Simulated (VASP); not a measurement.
# Ba8Zn3N6O3 (a cell with a defect) in VASP: further runs

The runs below take Ba8Zn3N6O3 (a cell with a defect) through single point, with PBEsol.

All numbers are computed with VASP 6.6.1; they aren't measurements. Logs are shortened: lines on timing, memory, paths and dates and some standing lists are left out, and cuts for length are marked.

### Step 1. The cell of the first run

The cell holds a defect, 20 atoms: a = 5.742 Å, b = 9.079 Å, c = 9.083 Å, α = 90.00°, β = 90.00°, γ = 108.43°.

### Step 2. Single point, PBEsol

The input, INCAR:

```
ALGO     = Normal         # electronic algorithm
EDIFF    = 1E-6           # SCF threshold, eV
ENCUT    = 520            # plane-wave cutoff, eV
GGA      = PS             # functional
ISIF     = 2              # what is computed and relaxed
ISMEAR   = 0              # smearing method
LASPH    = T              # aspherical terms in the spheres
LCHARG   = F              # write CHGCAR
LREAL    = Auto         
LWAVE    = F              # write WAVECAR
NBANDS   = 98             # bands
NELM     = 100            # most SCF steps
PREC     = Accurate       # precision mode
SIGMA    = 0.05           # smearing width, eV
```

The input, KPOINTS:

```
k-points
0
Gamma
  4 4 4
```

The input, POSCAR:

```
Ba8Zn3N6O3
1.0
    4.0603386242      4.0603386242      0.0000000000
    4.0603386242     -8.1206772484      0.0000000000
    0.0000000000      0.0000000000     -9.0833214478
Ba Zn N O
8 3 6 3
Direct
    0.0000000000      0.0000000000      0.7629636237
    0.3388639207      0.6777278414      0.7661667128
    0.6611360793      0.3222721586      0.7661667128
    0.0000000000      0.0000000000      0.2370363763
    0.3388639207      0.6777278414      0.2338332872
    0.6611360793      0.3222721586      0.2338332872
    0.8371617892      0.6743235785      0.5000000000
    0.1628382108      0.3256764215      0.5000000000
    0.5000000000      0.0000000000      1.0000000000
    0.8307190471      0.6614380942      1.0000000000
    0.1692809529      0.3385619058      1.0000000000
    0.5000000000      0.0000000000      0.1956535051
    0.8309584490      0.6619168979      0.1985385926
    0.1690415510      0.3380831021      0.1985385926
    0.5000000000      0.0000000000      0.8043464949
    0.8309584490      0.6619168979      0.8014614074
    0.1690415510      0.3380831021      0.8014614074
    0.3121614927      0.6243229855      0.5000000000
    0.6878385073      0.3756770145      0.5000000000
    0.0000000000      0.0000000000      0.5000000000
```

Potentials or basis: VASP PAW PBE potentials, release 64 (Ba_sv, Zn, N, O).

Run with:

```console
$ cat potpaw_PBE.64/Ba_sv/POTCAR potpaw_PBE.64/Zn/POTCAR potpaw_PBE.64/N/POTCAR potpaw_PBE.64/O/POTCAR > POTCAR
$ mpirun -np 1 vasp_std > vasp.out
```

OUTCAR:

```text
EDIFF = 1E-6
   ENCUT = 520
   GGA = PS
   ISIF = 2
   ISMEAR = 0
   LASPH = T
   LREAL = Auto
   NELM = 100
   PREC = Accurate

 ion  position               nearest neighbor table
   1  0.000  0.000  0.763-  20 2.39  15 2.90  15 2.90  16 2.93  17 2.93   9 3.59   9 3.59  10 3.62
                            11 3.62   8 3.68   7 3.68   3 3.99   2 3.99   3 3.99   2 3.99   4 4.31
   2  0.339  0.678  0.766-  18 2.46  15 2.80  16 2.89  16 2.89  17 2.94   9 3.50  10 3.57  10 3.57
                            11 3.61   7 3.75   7 3.75   8 3.88   1 3.99   1 3.99   3 4.20   3 4.20
   3  0.661  0.322  0.766-  19 2.46  15 2.80  17 2.89  17 2.89  16 2.94   9 3.50  11 3.57  11 3.57
                            10 3.61   8 3.75   8 3.75   7 3.88   1 3.99   1 3.99   2 4.20   2 4.20
   4  0.000  0.000  0.237-  20 2.39  12 2.90  12 2.90  13 2.93  14 2.93   9 3.59   9 3.59  10 3.62
                            11 3.62   8 3.68   7 3.68   6 3.99   5 3.99   6 3.99   5 3.99   1 4.31
   5  0.339  0.678  0.234-  18 2.46  12 2.80  13 2.89  13 2.89  14 2.94   9 3.50  10 3.57  10 3.57
                            11 3.61   7 3.75   7 3.75   8 3.88   4 3.99   4 3.99   6 4.20   6 4.20
   6  0.661  0.322  0.234-  19 2.46  12 2.80  14 2.89  14 2.89  13 2.94   9 3.50  11 3.57  11 3.57
                            10 3.61   8 3.75   8 3.75   7 3.88   4 3.99   4 3.99   5 4.20   5 4.20
   7  0.837  0.674  0.500-  19 2.57  16 2.74  13 2.74  20 2.81  18 2.90  18 2.90   1 3.68   4 3.68
                             2 3.75   5 3.75   2 3.75   5 3.75   3 3.88   6 3.88   8 4.15   8 4.15
   8  0.163  0.326  0.500-  18 2.57  17 2.74  14 2.74  20 2.81  19 2.90  19 2.90   4 3.68   1 3.68
                             6 3.75   3 3.75   3 3.75   6 3.75   2 3.88   5 3.88   7 4.15   7 4.15
   9  0.500  0.000  0.000-  12 1.78  15 1.78   5 3.50   6 3.50   2 3.50   3 3.50   1 3.59   4 3.59
                             1 3.59   4 3.59
  10  0.831  0.661  0.000-  13 1.80  16 1.80   2 3.57   5 3.57   2 3.57   5 3.57   3 3.61   6 3.61
                             1 3.62   4 3.62
  11  0.169  0.339  0.000-  14 1.80  17 1.80   3 3.57   6 3.57   3 3.57   6 3.57   5 3.61   2 3.61
                             1 3.62   4 3.62
  12  0.500  0.000  0.196-   9 1.78   6 2.80   5 2.80   4 2.90   4 2.90
  13  0.831  0.662  0.199-  10 1.80   7 2.74   5 2.89   5 2.89   4 2.93   6 2.94
  14  0.169  0.338  0.199-  11 1.80   8 2.74   6 2.89   6 2.89   4 2.93   5 2.94
  15  0.500  0.000  0.804-   9 1.78   3 2.80   2 2.80   1 2.90   1 2.90
  16  0.831  0.662  0.801-  10 1.80   7 2.74   2 2.89   2 2.89   1 2.93   3 2.94
  17  0.169  0.338  0.801-  11 1.80   8 2.74   3 2.89   3 2.89   1 2.93   2 2.94
  18  0.312  0.624  0.500-   2 2.46   5 2.46   8 2.57   7 2.90   7 2.90
  19  0.688  0.376  0.500-   3 2.46   6 2.46   7 2.57   8 2.90   8 2.90
  20  0.000  0.000  0.500-   1 2.39   4 2.39   7 2.81   8 2.81

  LATTYP: Found a base centered orthorhombic cell.
 ALAT       =     5.7421859502
 B/A-ratio  =     3.0000000000
 C/A-ratio  =     1.5818577675

  Lattice vectors:

 A1 = (  -4.0603386242,   8.1206772484,   0.0000000000)
 A2 = (   8.1206772484,  -4.0603386242,   0.0000000000)
[... 176 lines left out ...]
   EFERMI_NEDOS =   21; number of points for ismear=-14 and -15
   IALGO  =     38    algorithm
   IMIX   =      4    mixing-type and parameters
     AMIX     =   0.40;   BMIX     =  1.00
     AMIX_MAG =   1.60;   BMIX_MAG =  1.00
  volume/ion in A,a.u.               =      22.46       151.59
  Fermi-wavevector in a.u.,A,eV,Ry     =   1.170018  2.211014 18.625596  1.368943
  Thomas-Fermi vector in A             =   2.306483
   LORBIT       =      0    0 simple, 1 ext, 2 COOP (PROOUT), +10 PAW based schemes
   GGA     = PS    functional components
   LHFCALC =     F    Hartree Fock is set to
   AEXX    =    0.0000 exact exchange contribution
   IVDW    =     0    specifies the selected vdW correction
   LEPSILON=     F    determine dielectric tensor
   LRPA    =     F    only Hartree local field effects (RPA)
 non-spin polarized calculation
 Gauss-broadening in eV      SIGMA  =   0.05
  energy-cutoff  :      520.00
  volume of cell :      449.25
 maximum number of plane-waves:     12196
 NGX is ok and might be reduce to    48
   NGX = 21   NGY = 33   NGZ = 33

 number of electron     163.9999975 magnetization

 Free energy of the ion-electron system (eV)
  ---------------------------------------------------
  ext. energy  EPLUGINS =         0.00000000
  ---------------------------------------------------
  free energy    TOTEN  =      -107.10496270 eV

  energy without entropy =     -107.08974132  energy(sigma->0) =     -107.09735201

 E-fermi :   1.6560     XC(G=0):  -9.3924

 val. band max:        1.6528789202   @ k =   0.2500   0.2500   0.0000
 cond. band min:       1.6739230444   @ k =   0.5000   0.2500   0.2500
 fundamental gap:      0.0210441242
 Fermi energy:         1.6560204507

 k-point     1 :       0.0000    0.0000    0.0000
  band No.  band energies     occupation
      1     -24.8725      2.00000
      2     -24.7244      2.00000
      3     -24.7123      2.00000
      4     -24.6552      2.00000
      5     -24.6231      2.00000
      6     -24.6170      2.00000
[... 2026 lines left out ...]
     93       5.1542      0.00000
     94       5.7696      0.00000
 [bands above 94 left out]

------------------------ aborting loop because EDIFF is reached ----------------------------------------

  FORCE on cell =-STRESS in cart. coord.  units (eV):
  Direction    XX          YY          ZZ          XY          YZ          ZX
  --------------------------------------------------------------------------------------
  -------------------------------------------------------------------------------------
  Total       -1.7927261     -1.7927261     10.0958203     -1.3756178      0.0000000      0.0000000
  in kB       -6.3934323     -6.3934323     36.0049113     -4.9058912      0.0000000      0.0000000
  external PRESSURE =       7.7393489 kB  Pullay stress =       0.0000000 kB

 VOLUME and BASIS-vectors are now :
 -----------------------------------------------------------------------------
  energy-cutoff  :      520.00
  volume of cell :      449.25
      direct lattice vectors                 reciprocal lattice vectors
     4.060338624  4.060338624  0.000000000     0.164189918  0.082094959  0.000000000
     4.060338624 -8.120677248  0.000000000     0.082094959 -0.082094959  0.000000000
     0.000000000  0.000000000 -9.083321448     0.000000000  0.000000000 -0.110091887

 POSITION                                       TOTAL-FORCE (eV/Angst)
 -----------------------------------------------------------------------------------
      0.00000      0.00000     -6.93024         0.000000      0.000000     -0.347432
      4.12771     -4.12771     -6.95934         0.009831     -0.009831     -0.229081
      3.99297      0.06737     -6.95934        -0.009831      0.009831     -0.229081
      0.00000      0.00000     -2.15308         0.000000      0.000000      0.347432
      4.12771     -4.12771     -2.12398         0.009831     -0.009831      0.229081
      3.99297      0.06737     -2.12398        -0.009831      0.009831      0.229081
[... 12 lines left out ...]
      4.31823     -0.25789     -4.54166        -0.062688      0.062688      0.000000
      0.00000      0.00000     -4.54166         0.000000      0.000000      0.000000
 -----------------------------------------------------------------------------------
    total drift:                                0.000000      0.000000      0.000000

  FREE ENERGIE OF THE ION-ELECTRON SYSTEM (eV)
  ---------------------------------------------------
  free  energy   TOTEN  =      -107.1049626974 eV

  energy  without entropy=     -107.0897413173  energy(sigma->0) =     -107.09735201
```

OSZICAR:

```text
N       E                     dE             d eps       ncg     rms          rms(c)
DAV:   1     0.170314614547E+04    0.17031E+04   -0.72893E+04  4116   0.165E+03
DAV:   2     0.145819570012E+03   -0.15573E+04   -0.14920E+04  4596   0.413E+02
DAV:   3    -0.113166918436E+03   -0.25899E+03   -0.25249E+03  4854   0.176E+02
[... 12 lines left out ...]
DAV:  16    -0.107104870468E+03   -0.10134E-03   -0.22451E-04  5088   0.935E-02    0.231E-02
DAV:  17    -0.107104931723E+03   -0.61255E-04   -0.58722E-05  4632   0.307E-02    0.138E-02
DAV:  18    -0.107104960055E+03   -0.28332E-04   -0.50746E-05  4640   0.308E-02    0.470E-03
DAV:  19    -0.107104962492E+03   -0.24374E-05   -0.87951E-06  4464   0.129E-02    0.400E-03
DAV:  20    -0.107104962697E+03   -0.20541E-06   -0.85844E-07  2992   0.485E-03
   1 F= -.10710496E+03 E0= -.10709735E+03  d E =-.152214E-01
```

stdout:

```text
POSCAR found type information on POSCAR BaZnN O
 POSCAR found :  4 types and      20 ions
 scaLAPACK will be used
 -----------------------------------------------------------------------------
|                                                                             |
|                                                                             |
|     You enforced a specific xc type in the INCAR file but a different       |
|     I HOPE YOU KNOW WHAT YOU ARE DOING!                                     |
|                                                                             |
 -----------------------------------------------------------------------------

 LDA part: xc-table for (Slater+PW92), standard interpolation
 POSCAR, INCAR and KPOINTS ok, starting setup
 FFT: planning ... GRIDC
 FFT: planning ... GRID_SOFT
 FFT: planning ... GRID
 WAVECAR not read
 entering main loop
```

Wall time 26 min (1 thread of Intel Xeon 6975P-C (Granite Rapids), shared host); peak memory 0.88 GiB.

Results:

- Free energy: -107.1050 eV
- Pressure: 0.8 GPa
- Largest force: 0.347 eV/Å
- Band gap on the k mesh: zero (band 82 reaches 1.84 eV, above the bottom of band 83 at 1.44 eV)

Forces in eV/Å, atoms in the order of the input:
```
Ba   0.000  0.000 -0.347
Ba   0.010 -0.010 -0.229
Ba  -0.010  0.010 -0.229
Ba   0.000  0.000  0.347
Ba   0.010 -0.010  0.229
Ba  -0.010  0.010  0.229
Ba   0.059 -0.059  0.000
Ba  -0.059  0.059  0.000
Zn   0.000  0.000  0.000
Zn  -0.004  0.004  0.000
Zn   0.004 -0.004  0.000
N    0.000  0.000 -0.141
N   -0.004  0.004 -0.031
N    0.004 -0.004 -0.031
N    0.000  0.000  0.141
N   -0.004  0.004  0.031
N    0.004 -0.004  0.031
O    0.063 -0.063  0.000
O   -0.063  0.063  0.000
O    0.000  0.000  0.000
```

Stress tensor (GPa, compression positive):
```
-0.64 -0.49  0.00
-0.49 -0.64  0.00
 0.00  0.00  3.60
```

Caveat: the PAW data sets were made with another functional, which shifts forces and pressure a little; spin-orbit coupling is left out, which moves the levels of the heavy elements.

### Step 3. Single point, PBEsol

The input, INCAR:

```
PREC = Accurate
ENCUT = 520
EDIFF = 1E-6
ISMEAR = 0
SIGMA = 0.05
LREAL = Auto
LASPH = True
NELM = 100
ALGO = Normal
ISIF = 2
LWAVE = False
LCHARG = True
GGA = PS
LELF = True
LVHAR = True
NBANDS = 98
```

The input, KPOINTS:

```
regular mesh
0
Gamma
  4 4 4
```

The input, POSCAR:

```
Ba8Zn3N6O3
1.0
    4.0603386242      4.0603386242      0.0000000000
    4.0603386242     -8.1206772484      0.0000000000
    0.0000000000      0.0000000000     -9.0833214478
Ba Zn N O
8 3 6 3
Direct
    0.0000000000      0.0000000000      0.7629636405
    0.3388639374      0.6777278748      0.7661667640
    0.6611359910      0.3222721357      0.7661667640
    0.0000000000      0.0000000000      0.2370364203
    0.3388639374      0.6777278748      0.2338332968
    0.6611359910      0.3222721357      0.2338332968
    0.8371617036      0.6743235610      0.5000000304
    0.1628382247      0.3256764494      0.5000000304
    0.4999999231      0.0000000000      0.9999999507
    0.8307189733      0.6614381004      0.9999999507
    0.1692809550      0.3385619100      0.9999999507
    0.4999999231      0.0000000000      0.1956535404
    0.8309583622      0.6619168782      0.1985386084
    0.1690415661      0.3380831322      0.1985386084
    0.4999999231      0.0000000000      0.8043465204
    0.8309583622      0.6619168782      0.8014614524
    0.1690415661      0.3380831322      0.8014614524
    0.3121614847      0.6243229694      0.5000000304
    0.6878384437      0.3756770410      0.5000000304
    0.0000000000      0.0000000000      0.5000000304
```

Potentials or basis: VASP PAW PBE potentials, release 64 (Ba_sv, Zn, N, O).

Run with:

```console
$ cat potpaw_PBE.64/Ba_sv/POTCAR potpaw_PBE.64/Zn/POTCAR potpaw_PBE.64/N/POTCAR potpaw_PBE.64/O/POTCAR > POTCAR
$ mpirun -np 1 vasp_std > vasp.out
```

It took 1.5 h on 1 thread of AMD EPYC 7R43 (Zen 3), shared host; peak memory 0.85 GiB.

Results (log left out):

```
Free energy            : -107.1050 eV
Pressure               : 0.8 GPa
Largest force          : 0.347 eV/Å
Band gap on the k mesh : zero (band 82 reaches 1.84 eV, above the bottom of band 83 at 1.44 eV)
```

Forces on the atoms (eV/Å):
```
Ba   0.000  0.000 -0.347
Ba   0.010 -0.010 -0.229
Ba  -0.010  0.010 -0.229
Ba   0.000  0.000  0.347
Ba   0.010 -0.010  0.229
Ba  -0.010  0.010  0.229
Ba   0.059 -0.059  0.000
Ba  -0.059  0.059  0.000
Zn   0.000  0.000  0.000
Zn  -0.004  0.004  0.000
Zn   0.004 -0.004  0.000
N    0.000  0.000 -0.141
N   -0.004  0.004 -0.031
N    0.004 -0.004 -0.031
N    0.000  0.000  0.141
N   -0.004  0.004  0.031
N    0.004 -0.004  0.031
O    0.063 -0.063  0.000
O   -0.063  0.063  0.000
O    0.000  0.000  0.000
```

Stress tensor (GPa, compression positive):
```
-0.64 -0.49  0.00
-0.49 -0.64  0.00
 0.00  0.00  3.60
```

Levels at points of the mesh, in eV from the Fermi level:
```
           k point  band 79  band 80  band 81  band 82  band 83  band 84  band 85  band 86
(0.00, 0.00, 0.00)    -0.55    -0.12     0.07     0.11     0.13     1.76     1.93     2.18
(0.50, 0.00, 0.00)    -0.94    -0.87    -0.83    -0.38    -0.22     1.84     2.12     2.12
(0.00, 0.50, 0.00)    -0.69    -0.14     0.00     0.11     0.13     2.03     2.18     2.39
(0.00, 0.00, 0.50)    -0.54    -0.04     0.12     0.19     0.20     1.54     2.08     2.11
(0.50, 0.00, 0.50)    -0.96    -0.90    -0.83    -0.25    -0.18     1.90     1.96     2.63
(0.00, 0.50, 0.50)    -0.65    -0.09     0.11     0.17     0.17     1.51     1.79     2.46
```

Caveat: the PAW data sets were made with another functional, which shifts forces and pressure a little; spin-orbit coupling is left out, which moves the levels of the heavy elements.
